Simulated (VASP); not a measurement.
A run of VASP 6.6.1 is set up as follows.

File INCAR:

```
SYSTEM = Ba4Ti4O11
PREC = Accurate
ENCUT = 520
EDIFF = 1E-6
ISMEAR = -1
SIGMA = 0.01
LREAL = Auto
LASPH = .True.
NELM = 150
ALGO = Normal
ISIF = 2
LWAVE = .False.
LCHARG = .False.
ISPIN = 2
MAGMOM = 0 0 0 0 0.5 0 0 0.5 0 0 0 0 0 0 0 0 0 0 0
LORBIT = 11
LMAXMIX = 4
GGA = PE
NBANDS = 96
NELECT = 153.0
```

Contents of KPOINTS:

```
regular mesh
0
Gamma
  3 3 3
  0 0 0
```

The input POSCAR:

```
Ba4Ti4O11
1.0
   -4.0060000000      4.0060000000      4.0060000000
    4.0060000000     -4.0060000000      4.0060000000
    4.0060000000      4.0060000000     -4.0060000000
Ba Ti O
4 4 11
Direct
    0.5013081538      0.5002163477      0.5008978114
    0.0006814637     -0.0004103424      0.5008978114
    0.0006104925      0.5017023660      0.0014589202
    0.4997565543      0.0008484278      0.0014589202
    0.0026232752     -0.0170928143     -0.0144695391
    0.4964482656      0.5006540192     -0.0028977151
    0.5050242149      0.0006143410      0.5056385559
   -0.0014499635      0.5182537192      0.5168037557
    0.5005431279      0.7505004287      0.2510435566
    0.5007214939      0.2504772758      0.7511987696
    0.0005280961      0.7505512204      0.7510793164
    0.2426665455      0.0099477888      0.2526143343
    0.7582237798      0.4913081557      0.2495319356
    0.7542121195      0.0084513842      0.7626635037
    0.2467827882      0.4926103629      0.7393931511
    0.2439661878      0.2533946709      0.0087657533
    0.7553710824      0.7647995655      0.0087657533
    0.7569655531      0.2475609334      0.4931684183
    0.2456074849      0.7362028652      0.4931684183
```

Potentials or basis: VASP PAW PBE potentials, release 64 (Ba_sv, Ti_sv, O).

The run is started by

```console
$ cat potpaw_PBE.64/Ba_sv/POTCAR potpaw_PBE.64/Ti_sv/POTCAR potpaw_PBE.64/O/POTCAR > POTCAR
$ mpirun -np 1 vasp_std > vasp.out
```

Task: Estimate the largest force.

Result: 0.069 eV/Å.

Task: Predict the net moment.

Result: -0.33 μB per cell.

Task: Predict the site moments.

Result: Ba -0.01; Ti -0.07, -0.00 (each value once); O -0.00, +0.00 (each value once) μB.

Forces on the atoms (eV/Å):
```
Ba  -0.008  0.000  0.001
Ba  -0.008  0.000 -0.001
Ba   0.004  0.001  0.000
Ba   0.004  0.001  0.000
Ti   0.068  0.016  0.000
Ti   0.000  0.013  0.000
Ti  -0.002 -0.033  0.000
Ti  -0.066 -0.006  0.000
O   -0.002  0.003  0.000
O    0.001 -0.004  0.000
O    0.001  0.003  0.000
O   -0.026  0.020  0.000
O    0.026 -0.016  0.000
O    0.004  0.003  0.000
O   -0.001 -0.006  0.000
O   -0.014 -0.003  0.012
O   -0.014 -0.003 -0.012
O    0.018  0.007 -0.004
O    0.018  0.007  0.004
```

Caveat: the k points lie up to 0.37 Å⁻¹ apart; the cell carries a net charge on a neutralising background, which shifts energy and pressure; the cell differs from its parent crystal (atoms taken out, then relaxed in part).
